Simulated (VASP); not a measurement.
# Ga2P (P4/nmm) in VASP: notebook

The runs below take Ga2P through single point, relaxation of cell and atoms, with PBE.

Everything below comes from runs of VASP 6.6.1. Logs are shortened: lines on timing, memory, paths and dates and some standing lists are left out, and cuts for length are marked.

### 1 The cell of the first run

It takes space group P4/nmm (No. 129, tetragonal). The conventional cell has a = 3.698 Å, b = 3.698 Å, c = 7.927 Å, α = 90.00°, β = 90.00°, γ = 90.00°. Within 3.4 Å of Ga (site symmetry -4m2) lie 8 Ga at 2.61 to 3.39 Å and 4 P at 3.13 Å. Ga (site symmetry 4mm) has 5 P at 2.55 to 2.63 Å and 4 Ga at 3.39 Å within 3.4 Å. Within 3.4 Å of P (site symmetry 4mm) lie 9 Ga at 2.55 to 3.13 Å.

### 2 Single point, PBE

Contents of INCAR:

```
SYSTEM = Ga2P
  PREC = Accurate
  ENCUT = 520
  EDIFF = 1E-7
  ISMEAR = 0
  SIGMA = 0.1
  LREAL = .False.
  LASPH = .True.
  NELM = 100
  ALGO = Normal
  ISIF = 2
  LWAVE = .False.
  LCHARG = .True.
  GGA = PE
  LELF = .True.
  LVHAR = .True.
  NBANDS = 40
```

Contents of KPOINTS:

```
regular mesh
0
Gamma
  4 4 4
  0 0 0
```

Contents of POSCAR:

```
Ga2P
1.0
    3.6976784184      0.0000000000      0.0000000000
    0.0000000000      3.6976784184      0.0000000000
    0.0000000000      0.0000000000      7.9269882340
Ga P
4 2
Direct
    0.0000000000      0.0000000000      0.0000000000
    0.5000000000      0.5000000000      0.0000000000
    0.0000000000      0.5000000000      0.3590403310
    0.5000000000      0.0000000000      0.6409596690
    0.0000000000      0.5000000000      0.6808638536
    0.5000000000      0.0000000000      0.3191361464
```

Potentials or basis: VASP PAW PBE potentials, release 64 (Ga_d, P).

Run with:

```sh
$ cat potpaw_PBE.64/Ga_d/POTCAR potpaw_PBE.64/P/POTCAR > POTCAR
$ mpirun -np 1 vasp_std > vasp.out
```

OUTCAR:

```text
SYSTEM = Ga2P
   PREC = Accurate
   ENCUT = 520
   EDIFF = 1E-7
   ISMEAR = 0
   LREAL = .False.
   LASPH = .True.
   NELM = 100
   ISIF = 2
   GGA = PE

 ion  position               nearest neighbor table
   1  0.000  0.000  0.000-   2 2.61   2 2.61   2 2.61   2 2.61
   2  0.500  0.500  0.000-   1 2.61   1 2.61   1 2.61   1 2.61
   3  0.000  0.500  0.359-   5 2.55   6 2.63   6 2.63   6 2.63   6 2.63
   4  0.500  0.000  0.641-   6 2.55   5 2.63   5 2.63   5 2.63   5 2.63
   5  0.000  0.500  0.681-   3 2.55   4 2.63   4 2.63   4 2.63   4 2.63
   6  0.500  0.000  0.319-   4 2.55   3 2.63   3 2.63   3 2.63   3 2.63

  LATTYP: Found a simple tetragonal cell.
 ALAT       =     3.6976784184
 C/A-ratio  =     2.1437743733

  Lattice vectors:

 A1 = (   3.6976784184,   0.0000000000,   0.0000000000)
 A2 = (   0.0000000000,   3.6976784184,   0.0000000000)
 A3 = (   0.0000000000,   0.0000000000,   7.9269882340)

Analysis of symmetry for initial positions (statically):
=====================================================================
 Subroutine PRICEL returns:
 Original cell was already a primitive cell.

 Routine SETGRP: Setting up the symmetry group for a
 simple tetragonal supercell.

 Subroutine GETGRP returns: Found 16 space group operations
 (whereof  8 operations were pure point group operations)
 out of a pool of 16 trial point group operations.

The static configuration has the point symmetry D_2d.
 The point group associated with its full space group is D_4h.

Analysis of symmetry for dynamics (positions and initial velocities):
=====================================================================
 Subroutine PRICEL returns:
 Original cell was already a primitive cell.

 Routine SETGRP: Setting up the symmetry group for a
 simple tetragonal supercell.

 Subroutine GETGRP returns: Found 16 space group operations
 (whereof  8 operations were pure point group operations)
 out of a pool of 16 trial point group operations.

The dynamic configuration has the point symmetry D_2d.
 The point group associated with its full space group is D_4h.

 Subroutine INISYM returns: Found 16 space group operations
 (whereof  8 operations are pure point group operations),
 and found     1 'primitive' translations

----------------------------------------------------------------------------------------

                                     Primitive cell

  volume of cell :     108.3843

  direct lattice vectors                    reciprocal lattice vectors
     3.697678418  0.000000000  0.000000000     0.270439959  0.000000000  0.000000000
     0.000000000  3.697678418  0.000000000     0.000000000  0.270439959  0.000000000
     0.000000000  0.000000000  7.926988234     0.000000000  0.000000000  0.126151316

  length of vectors
     3.697678418  3.697678418  7.926988234     0.270439959  0.270439959  0.126151316

  position of ions in fractional coordinates (direct lattice)
     0.000000000  0.000000000  0.000000000
     0.500000000  0.500000000  0.000000000
     0.000000000  0.500000000  0.359040331
     0.500000000  0.000000000  0.640959669
     0.000000000  0.500000000  0.680863854
     0.500000000  0.000000000  0.319136146

  ion indices of the primitive-cell ions
   primitive index   ion index
                 1           1
                 2           2
                 3           3
                 4           4
                 5           5
                 6           6

----------------------------------------------------------------------------------------

 KPOINTS: regular mesh

Automatic generation of k-mesh.
 Grid dimensions read from file:
 generate k-points for:    4    4    4

 Generating k-lattice:

  Cartesian coordinates                     Fractional coordinates (reciprocal lattice)
     0.067609990  0.000000000  0.000000000     0.250000000  0.000000000  0.000000000
     0.000000000  0.067609990  0.000000000     0.000000000  0.250000000  0.000000000
     0.000000000  0.000000000  0.031537829     0.000000000  0.000000000  0.250000000

  Length of vectors
     0.067609990  0.067609990  0.031537829

  Shift w.r.t. Gamma in fractional coordinates (k-lattice)
     0.000000000  0.000000000  0.000000000

 Subroutine IBZKPT returns following result:
 ===========================================

 Found     18 irreducible k-points:

 Following reciprocal coordinates:
            Coordinates               Weight
  0.000000  0.000000  0.000000      1.000000
  0.250000  0.000000  0.000000      4.000000
  0.500000  0.000000  0.000000      2.000000
  0.250000  0.250000  0.000000      4.000000
  0.500000  0.250000  0.000000      4.000000
  0.500000  0.500000  0.000000      1.000000
[... 10 lines left out ...]
  0.500000  0.250000  0.500000      4.000000
  0.500000  0.500000  0.500000      1.000000
   k-points           NKPTS =     18   k-points in BZ     NKDIM =     18   number of bands    NBANDS=     40
   number of dos      NEDOS =    301   number of ions     NIONS =      6
   total plane-waves  NPLWV =  47040
   dimension x,y,z NGX =    28 NGY =   28 NGZ =   60
   dimension x,y,z NGXF=    56 NGYF=   56 NGZF=  120
   ions per type =               4   2
   NGX,Y,Z   is equivalent  to a cutoff of  12.59, 12.59, 12.58 a.u.
   NGXF,Y,Z  is equivalent  to a cutoff of  25.18, 25.18, 25.17 a.u.
 SYSTEM =  Ga2P
   PREC   = accura    normal or accurate (medium, high low for compatibility)
   ISTART =      0    job   : 0-new  1-cont  2-samecut
   ICHARG =      2    charge: 1-file 2-atom 10-const
   ISPIN  =      1    spin polarized calculation?
   LNONCOLLINEAR =      F non collinear calculations
   LSORBIT =      F    spin-orbit coupling
   LASPH  =      T    aspherical Exc in radial PAW
   ENCUT  =  520.0 eV  38.22 Ry    6.18 a.u.   6.88  6.88 14.74*2*pi/ulx,y,z
   NELM   =    100;   NELMIN=  2; NELMDL= -5     # of ELM steps
   EDIFF  = 0.1E-06   stopping-criterion for ELM
   LREAL  =      F    real-space projection
   EDIFFG = 0.1E-05   stopping-criterion for IOM
   NSW    =      0    number of steps for IOM
   IBRION =     -1    ionic relax: 0-MD 1-quasi-New 2-CG
   NFREE  =      0    steps in history (QN), initial steepest desc. (CG)
   ISIF   =      2    stress and relaxation
   ISYM   =      2    0-nonsym 1-usesym 2-fastsym
   POTIM  = 0.5000    time-step for ionic-motion
   TEBEG  =    0.0;   TEEND  =   0.0 temperature during run
   PSTRESS=    0.0 pullay stress
   NELECT =      62.0000    total number of electrons
   NUPDOWN=      -1.0000    fix difference up-down
   EMIN   =  10.00;   EMAX   =-10.00  energy-range for DOS
   EFERMI =   0.00;   METHOD = LEGACY
   ISMEAR =     0;   SIGMA  =   0.10  broadening in eV -4-tet -1-fermi 0-gaus
   EFERMI_NEDOS =   21; number of points for ismear=-14 and -15
   IALGO  =     38    algorithm
   IMIX   =      4    mixing-type and parameters
     AMIX     =   0.40;   BMIX     =  1.00
     AMIX_MAG =   1.60;   BMIX_MAG =  1.00
  volume/ion in A,a.u.               =      18.06       121.90
  Fermi-wavevector in a.u.,A,eV,Ry     =   1.358991  2.568121 25.128007  1.846856
  Thomas-Fermi vector in A             =   2.485777
   LORBIT       =      0    0 simple, 1 ext, 2 COOP (PROOUT), +10 PAW based schemes
   GGA     = PE    functional components
   LHFCALC =     F    Hartree Fock is set to
   AEXX    =    0.0000 exact exchange contribution
   IVDW    =     0    specifies the selected vdW correction
   LEPSILON=     F    determine dielectric tensor
   LRPA    =     F    only Hartree local field effects (RPA)
 non-spin polarized calculation
 Gauss-broadening in eV      SIGMA  =   0.10
  energy-cutoff  :      520.00
  volume of cell :      108.38
 maximum number of plane-waves:      2944
 NGX is ok and might be reduce to    28
   NGX = 13   NGY = 13   NGZ = 29

 number of electron      61.9999966 magnetization

 Free energy of the ion-electron system (eV)
  ---------------------------------------------------
  ext. energy  EPLUGINS =         0.00000000
  ---------------------------------------------------
  free energy    TOTEN  =       -21.94883952 eV

  energy without entropy =      -21.94572038  energy(sigma->0) =      -21.94727995

 E-fermi :   6.1083     XC(G=0): -10.8964

 val. band max:        6.0857261916   @ k =   0.0000   0.0000   0.2500
 cond. band min:       6.3205433491   @ k =   0.2500   0.0000   0.0000
 fundamental gap:      0.2348171575
 Fermi energy:         6.1082656322

 k-point     1 :       0.0000    0.0000    0.0000
  band No.  band energies     occupation
      1      -9.3658      2.00000
      2      -9.2191      2.00000
      3      -9.1990      2.00000
      4      -9.0588      2.00000
      5      -9.0588      2.00000
      6      -8.8698      2.00000
[... 32 lines left out ...]
     39      12.9581      0.00000
     40      13.6606      0.00000

 k-point     2 :       0.2500    0.0000    0.0000
  band No.  band energies     occupation
      1      -9.2625      2.00000
      2      -9.1324      2.00000
      3      -9.1315      2.00000
      4      -9.0402      2.00000
      5      -9.0272      2.00000
      6      -8.8901      2.00000
[... 32 lines left out ...]
     39      11.6603      0.00000
     40      11.7275      0.00000

 k-point     3 :       0.5000    0.0000    0.0000
  band No.  band energies     occupation
      1      -9.0017      2.00000
      2      -9.0017      2.00000
      3      -8.9913      2.00000
      4      -8.9913      2.00000
      5      -8.9784      2.00000
      6      -8.9784      2.00000
[... 32 lines left out ...]
     39      10.2472      0.00000
     40      10.2472      0.00000

 k-point     4 :       0.2500    0.2500    0.0000
  band No.  band energies     occupation
      1      -9.2663      2.00000
      2      -9.0893      2.00000
      3      -9.0624      2.00000
      4      -9.0137      2.00000
      5      -8.9860      2.00000
      6      -8.9708      2.00000
[... 32 lines left out ...]
     39      11.5193      0.00000
     40      11.9855      0.00000
[... 514 lines left out ...]
     39      11.3773      0.00000
     40      12.1335      0.00000

 k-point    17 :       0.5000    0.2500    0.5000
  band No.  band energies     occupation
      1      -9.1542      2.00000
      2      -9.1542      2.00000
      3      -9.0759      2.00000
      4      -9.0759      2.00000
      5      -8.9152      2.00000
      6      -8.9152      2.00000
[... 32 lines left out ...]
     39      12.4674      0.00000
     40      12.4674      0.00000

 k-point    18 :       0.5000    0.5000    0.5000
  band No.  band energies     occupation
      1      -9.2243      2.00000
      2      -9.2243      2.00000
      3      -9.1235      2.00000
      4      -9.1235      2.00000
      5      -8.8930      2.00000
      6      -8.8930      2.00000
[... 32 lines left out ...]
     39      13.9617      0.00000
     40      13.9617      0.00000

------------------------ aborting loop because EDIFF is reached ----------------------------------------

  FORCE on cell =-STRESS in cart. coord.  units (eV):
  Direction    XX          YY          ZZ          XY          YZ          ZX
  --------------------------------------------------------------------------------------
  -------------------------------------------------------------------------------------
  Total        0.0564041      0.0564041      0.0714512      0.0000000      0.0000000     -0.0000000
  in kB        0.8337857      0.8337857      1.0562177      0.0000000      0.0000000     -0.0000000
  external PRESSURE =       0.9079297 kB  Pullay stress =       0.0000000 kB

 VOLUME and BASIS-vectors are now :
 -----------------------------------------------------------------------------
  energy-cutoff  :      520.00
  volume of cell :      108.38
      direct lattice vectors                 reciprocal lattice vectors
     3.697678418  0.000000000  0.000000000     0.270439959  0.000000000  0.000000000
     0.000000000  3.697678418  0.000000000     0.000000000  0.270439959  0.000000000
     0.000000000  0.000000000  7.926988234     0.000000000  0.000000000  0.126151316

 POSITION                                       TOTAL-FORCE (eV/Angst)
 -----------------------------------------------------------------------------------
      0.00000      0.00000      0.00000         0.000000      0.000000      0.000000
      1.84884      1.84884      0.00000         0.000000     -0.000000      0.000000
      0.00000      1.84884      2.84611        -0.000000     -0.000000      0.001105
      1.84884      0.00000      5.08088         0.000000     -0.000000     -0.001105
      0.00000      1.84884      5.39720         0.000000      0.000000      0.004022
      1.84884      0.00000      2.52979         0.000000     -0.000000     -0.004022
 -----------------------------------------------------------------------------------
    total drift:                                0.000000      0.000000      0.000000

  FREE ENERGIE OF THE ION-ELECTRON SYSTEM (eV)
  ---------------------------------------------------
  free  energy   TOTEN  =       -21.9488395179 eV

  energy  without entropy=      -21.9457203833  energy(sigma->0) =      -21.94727995
```

Run time: 51 s. Hardware: 1 thread of Intel Xeon 6975P-C (Granite Rapids), shared host; peak memory 0.22 GiB.

What came out:

| Quantity | Value |
| --- | --- |
| Free energy | -21.9488 eV |
| Pressure | 0.1 GPa |
| Largest force | 0.004 eV/Å |
| Band gap on the k mesh | zero (band 31 reaches 8.54 eV, above the bottom of band 32 at 2.46 eV) |

Forces on the atoms (eV/Å):
```
Ga   0.000  0.000  0.000
Ga   0.000  0.000  0.000
Ga   0.000  0.000  0.001
Ga   0.000  0.000 -0.001
P    0.000  0.000  0.004
P    0.000  0.000 -0.004
```

Levels at points of the mesh, in eV from the Fermi level:
| k point | band 29 | band 30 | band 31 | band 32 | band 33 | band 34 |
| --- | --- | --- | --- | --- | --- | --- |
| (0.00, 0.00, 0.00) | -0.97 | -0.97 | -0.19 | 0.73 | 0.73 | 0.75 |
| (0.50, 0.00, 0.00) | -0.24 | -0.24 | 0.87 | 0.87 | 2.28 | 2.28 |
| (0.50, 0.50, 0.00) | -4.04 | -4.04 | -3.64 | -3.64 | 0.78 | 0.78 |
| (0.00, 0.00, 0.50) | -1.47 | -1.13 | 0.51 | 0.81 | 1.23 | 1.23 |
| (0.50, 0.00, 0.50) | -0.20 | -0.20 | 2.43 | 2.43 | 2.57 | 2.57 |
| (0.50, 0.50, 0.50) | -2.39 | -2.39 | -2.36 | -2.36 | -1.21 | -1.21 |

Caveat: the k points lie up to 0.42 Å⁻¹ apart.

### 3 Single point, PBE

This run uses another cell than the first one, of 18.10 Å³/atom, 1.002 times its volume.

Contents of INCAR:

```
PREC     = Accurate       # precision mode
ENCUT    = 520            # plane-wave cutoff, eV
EDIFF    = 1E-7           # SCF threshold, eV
ISMEAR   = 0              # smearing method
SIGMA    = 0.1            # smearing width, eV
LREAL    = False          # projectors in reciprocal space
LASPH    = True           # aspherical terms in the spheres
NELM     = 100            # most SCF steps
ALGO     = Normal         # electronic algorithm
ISIF     = 2              # what is computed and relaxed
LWAVE    = False          # write WAVECAR
LCHARG   = False          # write CHGCAR
GGA      = PE             # functional
NBANDS   = 40             # bands
```

Contents of KPOINTS:

```
Automatic mesh
0
Gamma
  6 6 4
```

Contents of POSCAR:

```
Ga2P
1.0
    3.7152684143      0.0000000000      0.0000000000
    0.0000000000      3.7152684143      0.0000000000
    0.0000000000      0.0000000000      7.8686384278
Ga P
4 2
Direct
    0.0000000000      1.0000000000      0.0000000000
    0.5000000000      0.5000000000      0.0000000000
    0.0000000000      0.5000000000      0.3625330464
    0.5000000000      1.0000000000      0.6374669536
    0.0000000000      0.5000000000      0.6827783674
    0.5000000000      1.0000000000      0.3172216326
```

Potentials or basis: VASP PAW PBE potentials, release 64 (Ga_d, P).

Run with:

```sh
$ cat potpaw_PBE.64/Ga_d/POTCAR potpaw_PBE.64/P/POTCAR > POTCAR
$ mpirun -np 1 vasp_std > vasp.out
```

Run time: 77 s. Hardware: 1 thread of Intel Xeon 6975P-C (Granite Rapids), shared host; peak memory 0.25 GiB.

It converged, with:

| Quantity | Value |
| --- | --- |
| Free energy | -21.9954 eV |
| Pressure | 0.4 GPa |
| Largest force | 0.062 eV/Å |
| Band gap on the k mesh | zero (band 31 reaches 8.40 eV, above the bottom of band 32 at 2.50 eV) |

Forces in eV/Å, atoms in the order of the input:
```
Ga   0.000  0.000  0.000
Ga   0.000  0.000  0.000
Ga   0.000  0.000  0.061
Ga   0.000  0.000 -0.061
P    0.000  0.000  0.062
P    0.000  0.000 -0.062
```

Stress tensor (GPa, compression positive):
```
-0.06  0.00  0.00
 0.00 -0.06  0.00
 0.00  0.00  1.37
```

Levels at points of the mesh, in eV from the Fermi level:
```csv
k point,band 29,band 30,band 31,band 32,band 33,band 34
"(0.00, 0.00, 0.00)",-1.04,-1.04,-0.25,0.67,0.75,0.75
"(0.50, 0.00, 0.00)",-0.40,-0.40,0.92,0.92,2.14,2.14
"(0.50, 0.50, 0.00)",-4.03,-4.03,-3.62,-3.62,0.81,0.81
"(0.00, 0.00, 0.50)",-1.55,-1.22,0.42,0.73,1.29,1.29
"(0.50, 0.00, 0.50)",-0.36,-0.36,2.28,2.28,2.51,2.51
"(0.50, 0.50, 0.50)",-2.31,-2.31,-2.29,-2.29,-1.28,-1.28
```

(Continued in part 2 of 2.)
